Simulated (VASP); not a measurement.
# Al16CN16 (a cell with a defect) (C_i (largest void)) in VASP: a series of runs

The runs below take Al16CN16 (a cell with a defect) (C_i (largest void)) through single point, with PBE.

All numbers are computed with VASP 6.6.1; they aren't measurements. Logs are shortened: lines on timing, memory, paths and dates and some standing lists are left out, and cuts for length are marked.

## (1) The cell of the first run

The cell holds a defect, 33 atoms: a = 6.260 Å, b = 6.260 Å, c = 10.035 Å, α = 90.00°, β = 90.00°, γ = 120.00°.

## (2) Single point, PBE, collinear spin

File INCAR:

```
SYSTEM = Al16CN16
PREC = Accurate ; ENCUT = 520
EDIFF = 1E-6 ; ISMEAR = 0
SIGMA = 0.01 ; LREAL = Auto
LASPH = .TRUE. ; NELM = 150
ALGO = Normal ; ISIF = 2
LWAVE = .FALSE. ; LCHARG = .FALSE.
ISPIN = 2 ; MAGMOM = 0 0 0 0 0 0 0 0 0 0.02 0 0 0.01 0 0 0 -0.02 0.04 0 0 0 0.02 0 0 0.1 0 0 0 0.14 -0.03 0 0 0.48
LORBIT = 11 ; NUPDOWN = 1.0
GGA = PE ; NELECT = 133.0
NBANDS = 92
```

File KPOINTS:

```
Automatic mesh
0
Gamma
  1 1 1
  0.25 0.25 0.25
```

File POSCAR:

```
Al16CN16
1.0
    6.2595139100      0.0000000600      0.0000000000
   -3.1297570100      5.4208980300      0.0000000000
    0.0000000000      0.0000000000     10.0348065900
Al N C
16 16 1
Direct
    0.3333333300      0.1666666700      0.2496176900
    0.1666666700      0.3333333300      0.4996176900
    0.3333333300      0.1666666700      0.7496176900
    0.1666666700      0.3333333300      0.9996176900
    0.3333333300      0.6666666700      0.2496176900
    0.1666666700      0.8333333300      0.4996176900
    0.3333333300      0.6666666700      0.7496176900
    0.1666666700      0.8333333300      0.9996176900
    0.8333333300      0.1666666700      0.2496176900
    0.6666666700      0.3333333300      0.4996176900
    0.8333333300      0.1666666700      0.7496176900
    0.6666666700      0.3333333300      0.9996176900
    0.8333333300      0.6666666700      0.2496176900
    0.6666666700      0.8333333300      0.4996176900
    0.8333333300      0.6666666700      0.7496176900
    0.6666666700      0.8333333300      0.9996176900
    0.3333333300      0.1666666700      0.4403823100
    0.1666666700      0.3333333300      0.1903823100
    0.3333333300      0.1666666700      0.9403823100
    0.1666666700      0.3333333300      0.6903823100
    0.3333333300      0.6666666700      0.4403823100
    0.1666666700      0.8333333300      0.1903823100
    0.3333333300      0.6666666700      0.9403823100
    0.1666666700      0.8333333300      0.6903823100
    0.8333333300      0.1666666700      0.4403823100
    0.6666666700      0.3333333300      0.1903823100
    0.8333333300      0.1666666700      0.9403823100
    0.6666666700      0.3333333300      0.6903823100
    0.8333333300      0.6666666700      0.4403823100
    0.6666666700      0.8333333300      0.1903823100
    0.8333333300      0.6666666700      0.9403823100
    0.6666666700      0.8333333300      0.6903823100
    0.0000000000      0.0000000000      0.3450000000
```

Potentials or basis: VASP PAW PBE potentials, release 64 (Al, N, C).

Run with:

```bash
cat potpaw_PBE.64/Al/POTCAR potpaw_PBE.64/N/POTCAR potpaw_PBE.64/C/POTCAR > POTCAR
mpirun -np 1 vasp_std > vasp.out
```

OUTCAR:

```text
SYSTEM = Al16CN16
   PREC = Accurate
   ENCUT = 520
   EDIFF = 1E-6
   ISMEAR = 0
   LREAL = Auto
   LASPH = .TRUE.
   NELM = 150
   ISIF = 2
   ISPIN = 2
   LORBIT = 11
   NUPDOWN = 1.0
   GGA = PE
   NELECT = 133.0

 ion  position               nearest neighbor table
   1  0.333  0.167  0.250-  18 1.90  26 1.90  22 1.90  17 1.91  33 2.04   4 3.09   2 3.09  12 3.09
                            10 3.09   8 3.09   6 3.09  13 3.13  13 3.13   9 3.13   9 3.13   5 3.13
   2  0.167  0.333  0.500-  17 1.90  25 1.90  21 1.90  20 1.91  33 2.38   3 3.09   1 3.09  11 3.09
                             9 3.09   7 3.09   5 3.09  14 3.13  14 3.13  10 3.13  10 3.13   6 3.13
   3  0.333  0.167  0.750-  20 1.90  28 1.90  24 1.90  19 1.91   2 3.09   4 3.09  10 3.09  12 3.09
                             6 3.09   8 3.09  15 3.13  15 3.13  11 3.13  11 3.13   7 3.13   7 3.13
   4  0.167  0.333  1.000-  19 1.90  27 1.90  23 1.90  18 1.91   1 3.09   3 3.09   9 3.09  11 3.09
                             5 3.09   7 3.09  16 3.13  16 3.13  12 3.13  12 3.13   8 3.13   8 3.13
   5  0.333  0.667  0.250-  22 1.90  30 1.90  18 1.90  21 1.91   6 3.09   8 3.09  14 3.09  16 3.09
                             2 3.09   4 3.09   9 3.13   9 3.13  13 3.13  13 3.13   1 3.13   1 3.13
   6  0.167  0.833  0.500-  21 1.90  29 1.90  17 1.90  24 1.91  33 2.38   7 3.09   5 3.09  15 3.09
                            13 3.09   3 3.09   1 3.09  10 3.13  10 3.13  14 3.13  14 3.13   2 3.13
   7  0.333  0.667  0.750-  24 1.90  32 1.90  20 1.90  23 1.91   6 3.09   8 3.09  14 3.09  16 3.09
                             2 3.09   4 3.09  11 3.13  11 3.13  15 3.13  15 3.13   3 3.13   3 3.13
   8  0.167  0.833  1.000-  23 1.90  31 1.90  19 1.90  22 1.91   5 3.09   7 3.09  13 3.09  15 3.09
                             1 3.09   3 3.09  12 3.13  12 3.13  16 3.13  16 3.13   4 3.13   4 3.13
   9  0.833  0.167  0.250-  26 1.90  18 1.90  30 1.90  25 1.91  33 2.04  12 3.09  10 3.09   4 3.09
[... 16 lines left out ...]
  18  0.167  0.333  0.190-   1 1.90   9 1.90   5 1.90   4 1.91
  19  0.333  0.167  0.940-   4 1.90  12 1.90   8 1.90   3 1.91
  20  0.167  0.333  0.690-   3 1.90  11 1.90   7 1.90   2 1.91
  21  0.333  0.667  0.440-   6 1.90  14 1.90   2 1.90   5 1.91
  22  0.167  0.833  0.190-   5 1.90  13 1.90   1 1.90   8 1.91
[... 8 lines left out ...]
  31  0.833  0.667  0.940-  16 1.90   8 1.90  12 1.90  15 1.91
  32  0.667  0.833  0.690-  15 1.90   7 1.90  11 1.90  14 1.91
  33  0.000  0.000  0.345-   1 2.04  13 2.04   9 2.04  14 2.38   2 2.38   6 2.38

  LATTYP: Found a hexagonal cell.
 ALAT       =     6.2595139100
 C/A-ratio  =     1.6031287308

  Lattice vectors:

 A1 = (   6.2595139100,   0.0000000600,   0.0000000000)
 A2 = (  -3.1297570100,   5.4208980300,   0.0000000000)
 A3 = (   0.0000000000,   0.0000000000,  10.0348065900)

Analysis of symmetry for initial positions (statically):
=====================================================================
 Subroutine PRICEL returns:
 Original cell was already a primitive cell.

 Routine SETGRP: Setting up the symmetry group for a
 hexagonal supercell.

 Subroutine GETGRP returns: Found  6 space group operations
 (whereof  6 operations were pure point group operations)
 out of a pool of 24 trial point group operations.

The static configuration has the point symmetry C_3v.

Analysis of symmetry for dynamics (positions and initial velocities):
=====================================================================
 Subroutine PRICEL returns:
 Original cell was already a primitive cell.

 Routine SETGRP: Setting up the symmetry group for a
 hexagonal supercell.

 Subroutine GETGRP returns: Found  6 space group operations
 (whereof  6 operations were pure point group operations)
 out of a pool of 24 trial point group operations.

The dynamic configuration has the point symmetry C_3v.

Analysis of structural, dynamic, and magnetic symmetry:
=====================================================================
 Subroutine PRICEL returns:
 Original cell was already a primitive cell.

 Routine SETGRP: Setting up the symmetry group for a
 hexagonal supercell.

 Subroutine GETGRP returns: Found  1 space group operations
 (whereof  1 operations were pure point group operations)
 out of a pool of 24 trial point group operations.

The overall configuration has the point symmetry C_1 .

 Subroutine INISYM returns: Found  1 space group operations
 (whereof  1 operations are pure point group operations),
 and found     1 'primitive' translations

----------------------------------------------------------------------------------------

                                     Primitive cell

  volume of cell :     340.5029

  direct lattice vectors                    reciprocal lattice vectors
[... 127 lines left out ...]
   LASPH  =      T    aspherical Exc in radial PAW
   ENCUT  =  520.0 eV  38.22 Ry    6.18 a.u.  11.64 11.64 18.66*2*pi/ulx,y,z
   NELM   =    150;   NELMIN=  2; NELMDL= -5     # of ELM steps
   EDIFF  = 0.1E-05   stopping-criterion for ELM
   LREAL  =      T    real-space projection
   EDIFFG = 0.1E-04   stopping-criterion for IOM
   NSW    =      0    number of steps for IOM
   IBRION =     -1    ionic relax: 0-MD 1-quasi-New 2-CG
   NFREE  =      0    steps in history (QN), initial steepest desc. (CG)
   ISIF   =      2    stress and relaxation
   ISYM   =      2    0-nonsym 1-usesym 2-fastsym
   POTIM  = 0.5000    time-step for ionic-motion
   TEBEG  =    0.0;   TEEND  =   0.0 temperature during run
   PSTRESS=    0.0 pullay stress
   NELECT =     133.0000    total number of electrons
   NUPDOWN=       1.0000    fix difference up-down
   EMIN   =  10.00;   EMAX   =-10.00  energy-range for DOS
   EFERMI =   0.00;   METHOD = LEGACY
   ISMEAR =     0;   SIGMA  =   0.01  broadening in eV -4-tet -1-fermi 0-gaus
   EFERMI_NEDOS =   21; number of points for ismear=-14 and -15
   IALGO  =     38    algorithm
   IMIX   =      4    mixing-type and parameters
     AMIX     =   0.40;   BMIX     =  1.00
     AMIX_MAG =   1.60;   BMIX_MAG =  1.00
  volume/ion in A,a.u.               =      10.32        69.63
  Fermi-wavevector in a.u.,A,eV,Ry     =   1.196699  2.261434 19.484762  1.432090
  Thomas-Fermi vector in A             =   2.332633
   LORBIT       =     11    0 simple, 1 ext, 2 COOP (PROOUT), +10 PAW based schemes
   GGA     = PE    functional components
   LHFCALC =     F    Hartree Fock is set to
   AEXX    =    0.0000 exact exchange contribution
   IVDW    =     0    specifies the selected vdW correction
   LEPSILON=     F    determine dielectric tensor
   LRPA    =     F    only Hartree local field effects (RPA)
 spin polarized calculation
 Gauss-broadening in eV      SIGMA  =   0.01
  energy-cutoff  :      520.00
  volume of cell :      340.50
 maximum number of plane-waves:      9148
 NGX is ok and might be reduce to    48
   NGX = 23   NGY = 23   NGZ = 37

 number of electron     132.9999982 magnetization       1.0000007

 Free energy of the ion-electron system (eV)
  ---------------------------------------------------
  ext. energy  EPLUGINS =         0.00000000
  ---------------------------------------------------
  free energy    TOTEN  =      -229.42727169 eV

  energy without entropy =     -229.42727169  energy(sigma->0) =     -229.42727169

 E-fermi :  10.4749     XC(G=0): -11.0223

 val. band max:       10.3692985688   @ k =  -0.2500  -0.2500   0.2500
 cond. band min:      10.5940929020   @ k =   0.5000  -0.2500   0.2500
 fundamental gap:      0.2247943332
 Fermi energy:        10.3000368358

 spin component 1

 k-point     1 :       0.2500    0.2500    0.2500
  band No.  band energies     occupation
      1      -8.6434      1.00000
      2      -8.2410      1.00000
      3      -7.9621      1.00000
      4      -7.8820      1.00000
      5      -7.6429      1.00000
      6      -7.4906      1.00000
[... 475 lines left out ...]
     77      12.8145      0.00000
     78      12.9447      0.00000
 Fermi energy:        10.4749418250

 spin component 2

 k-point     1 :       0.2500    0.2500    0.2500
  band No.  band energies     occupation
      1      -8.5748      1.00000
      2      -8.1706      1.00000
      3      -7.9370      1.00000
      4      -7.8666      1.00000
      5      -7.5942      1.00000
      6      -7.4643      1.00000
[... 475 lines left out ...]
     77      12.8536      0.00000
     78      12.9613      0.00000
 [bands above 78 left out]

------------------------ aborting loop because EDIFF is reached ----------------------------------------

  FORCE on cell =-STRESS in cart. coord.  units (eV):
  Direction    XX          YY          ZZ          XY          YZ          ZX
  --------------------------------------------------------------------------------------
  -------------------------------------------------------------------------------------
  Total       21.5992762     21.6002195     30.5132613      0.0004475      0.0000386      0.0004341
  in kB      101.6316381    101.6360766    143.5748447      0.0021056      0.0001815      0.0020424
  external PRESSURE =     115.6141865 kB  Pullay stress =       0.0000000 kB

 VOLUME and BASIS-vectors are now :
 -----------------------------------------------------------------------------
  energy-cutoff  :      520.00
  volume of cell :      340.50
      direct lattice vectors                 reciprocal lattice vectors
     6.259513910  0.000000060  0.000000000     0.159756813  0.092235641  0.000000000
    -3.129757010  5.420898030  0.000000000    -0.000000002  0.184471279  0.000000000
     0.000000000  0.000000000 10.034806590     0.000000000  0.000000000  0.099653141

 POSITION                                       TOTAL-FORCE (eV/Angst)
 -----------------------------------------------------------------------------------
      1.56488      0.90348      2.50487        -1.122357     -0.647965      0.280925
      0.00000      1.80697      5.01357         0.000010     -0.312946     -0.505500
      1.56488      0.90348      7.52227         0.200521      0.115764      0.020907
      0.00000      1.80697     10.03097        -0.000008      0.276508      0.825623
     -0.00000      3.61393      2.50487         0.000000     -0.000029     -0.736443
     -1.56488      4.51742      5.01357        -0.271123      0.156477     -0.505588
[... 25 lines left out ...]
      1.56488      4.51742      6.92785         0.073862      0.042648      0.037422
      0.00000      0.00000      3.46201        -0.000514     -0.000030     -0.065158
 -----------------------------------------------------------------------------------
    total drift:                                0.000170      0.000238      0.083648

  FREE ENERGIE OF THE ION-ELECTRON SYSTEM (eV)
  ---------------------------------------------------
  free  energy   TOTEN  =      -229.4272716875 eV

  energy  without entropy=     -229.4272716875  energy(sigma->0) =     -229.42727169

 total charge

# of ion       s       p       d       tot
------------------------------------------
    1        0.369   0.448   0.000   0.817
    2        0.371   0.430   0.000   0.801
    3        0.376   0.435   0.000   0.811
    4        0.377   0.434   0.000   0.811
    5        0.374   0.435   0.000   0.809
    6        0.371   0.430   0.000   0.801
[... 25 lines left out ...]
   32        1.231   2.618   0.000   3.848
   33        1.024   1.412   0.000   2.436
--------------------------------------------------
tot         26.890  50.074   0.000  76.965

 magnetization (x)

# of ion       s       p       d       tot
------------------------------------------
    1        0.000   0.002   0.000   0.003
    2       -0.001  -0.001   0.000  -0.002
    3        0.000   0.000   0.000   0.000
    4        0.000   0.000   0.000   0.000
    5        0.001   0.003   0.000   0.004
    6       -0.001  -0.001   0.000  -0.002
[... 25 lines left out ...]
   32       -0.000  -0.001   0.000  -0.001
   33        0.037   0.324   0.000   0.361
--------------------------------------------------
tot          0.083   0.542   0.000   0.625
```

Run time: 34 min. Hardware: 1 thread of AMD EPYC 7R43 (Zen 3), shared host; peak memory 0.68 GiB.

Results:

```
Free energy                                           : -229.4273 eV
Largest force                                         : 3.373 eV/Å
Net moment                                            : 1.00 μB per cell
Site moments                                          : Al +0.00, -0.00, +0.03; N +0.06, +0.01, +0.00, -0.00; C +0.36 μB
Valence electrons inside the program's atomic spheres : Al 0.82, 0.80, 0.81, 0.85; N 3.84, 3.85; C 2.44
```

Forces in eV/Å, atoms in the order of the input:
```
Al  -1.122 -0.648  0.281
Al   0.000 -0.313 -0.505
Al   0.201  0.116  0.021
Al   0.000  0.277  0.826
Al   0.000  0.000 -0.736
Al  -0.271  0.156 -0.506
Al   0.000  0.000  0.220
Al   0.239 -0.138  0.826
Al   1.122 -0.648  0.281
Al   0.000  0.000  0.513
Al  -0.201  0.116  0.021
Al   0.000  0.000  0.338
Al   0.000  1.296  0.281
Al   0.271  0.156 -0.505
Al   0.000 -0.232  0.021
Al  -0.239 -0.138  0.826
N    2.497  1.442  1.750
N    0.000  2.010 -2.003
N   -0.051 -0.029 -0.367
N    0.000 -0.085  0.037
N    0.000  0.000  0.130
N    1.741 -1.005 -2.003
N    0.000  0.000 -1.063
N   -0.074  0.043  0.037
N   -2.496  1.441  1.750
N    0.000  0.000 -0.367
N    0.051 -0.029 -0.367
N    0.000  0.000  0.914
N    0.000 -2.883  1.750
N   -1.741 -1.005 -2.003
N    0.000  0.059 -0.367
N    0.074  0.043  0.037
C   -0.001  0.000 -0.065
```

Caveat: the k points lie up to 1.16 Å⁻¹ apart; the cell carries a net charge on a neutralising background, which shifts energy and pressure; the cell is charged against a uniform background, so pressure and absolute levels hang on convention; the total moment is fixed, so each spin has its own Fermi level.

## (3) Single point, PBE, collinear spin

File INCAR:

```
SYSTEM = Al16CN16
ALGO     = Normal         ! electronic algorithm
EDIFF    = 1E-6           ! SCF threshold, eV
ENCUT    = 520            ! plane-wave cutoff, eV
GGA      = PE             ! functional
ISIF     = 2              ! what is computed and relaxed
ISMEAR   = 0              ! smearing method
ISPIN    = 2              ! spin polarisation
LASPH    = .TRUE.         ! aspherical terms in the spheres
LCHARG   = .FALSE.        ! write CHGCAR
LORBIT   = 11             ! projections on sites
LREAL    = Auto         
LWAVE    = .FALSE.        ! write WAVECAR
MAGMOM   = 0.01 0 0 0 0 0 0 0 0 0.02 0 0 0 0 0 0 0.05 0.04 0 0 0 0.03 0 0 0.01 0 0 0.03 0.06 0.03 0 0 0.51 ! initial moments
NBANDS   = 92             ! bands
NELECT   = 131.0        
NELM     = 150            ! most SCF steps
NUPDOWN  = 1.0            ! fixed moment
PREC     = Accurate       ! precision mode
SIGMA    = 0.01           ! smearing width, eV
```

KPOINTS is that of step 2.

POSCAR is that of step 2.

Potentials or basis: VASP PAW PBE potentials, release 64 (Al, N, C).

Run with:

```bash
cat potpaw_PBE.64/Al/POTCAR potpaw_PBE.64/N/POTCAR potpaw_PBE.64/C/POTCAR > POTCAR
mpirun -np 1 vasp_std > vasp.out
```

Wall time 20 min (1 thread of AMD EPYC 7R43 (Zen 3), shared host); peak memory 0.68 GiB.

It converged, with:

| Quantity | Value |
| --- | --- |
| Free energy | -248.2350 eV |
| Largest force | 1.891 eV/Å |
| Net moment | 1.00 μB per cell |
| Site moments | Al +0.00, -0.00, +0.04; N +0.03, +0.00, -0.00; C +0.39 μB |
| Valence electrons inside the program's atomic spheres | Al 0.81, 0.79; N 3.82, 3.83; C 2.27 |

Forces on the atoms (eV/Å):
```
Al   0.734  0.424 -1.468
Al   0.000  1.326  1.348
Al  -0.093 -0.054  0.513
Al   0.000 -0.124 -0.314
Al   0.000  0.000 -0.131
Al   1.148 -0.663  1.348
Al   0.000  0.000  0.250
Al  -0.107  0.062 -0.314
Al  -0.734  0.424 -1.468
Al   0.000  0.000  1.428
Al   0.093 -0.054  0.513
Al   0.000  0.000 -0.206
Al   0.000 -0.848 -1.468
Al  -1.148 -0.663  1.348
Al   0.000  0.107  0.513
Al   0.107  0.062 -0.314
N    0.286  0.165  0.374
N    0.000  0.828 -0.348
N    0.018  0.010 -0.009
N    0.000 -0.100 -0.647
N    0.000  0.000 -0.263
N    0.717 -0.414 -0.347
N    0.000  0.000  0.154
N   -0.087  0.050 -0.647
N   -0.286  0.165  0.373
N    0.000  0.000  0.628
N   -0.018  0.010 -0.009
N    0.000  0.000 -0.751
N    0.000 -0.331  0.374
N   -0.717 -0.414 -0.348
N    0.000 -0.020 -0.009
N    0.087  0.050 -0.647
C    0.000  0.000  0.539
```

Caveat: the k points lie up to 1.16 Å⁻¹ apart; the cell carries a net charge on a neutralising background, which shifts energy and pressure; the cell is charged against a uniform background, so pressure and absolute levels hang on convention; the total moment is fixed, so each spin has its own Fermi level.
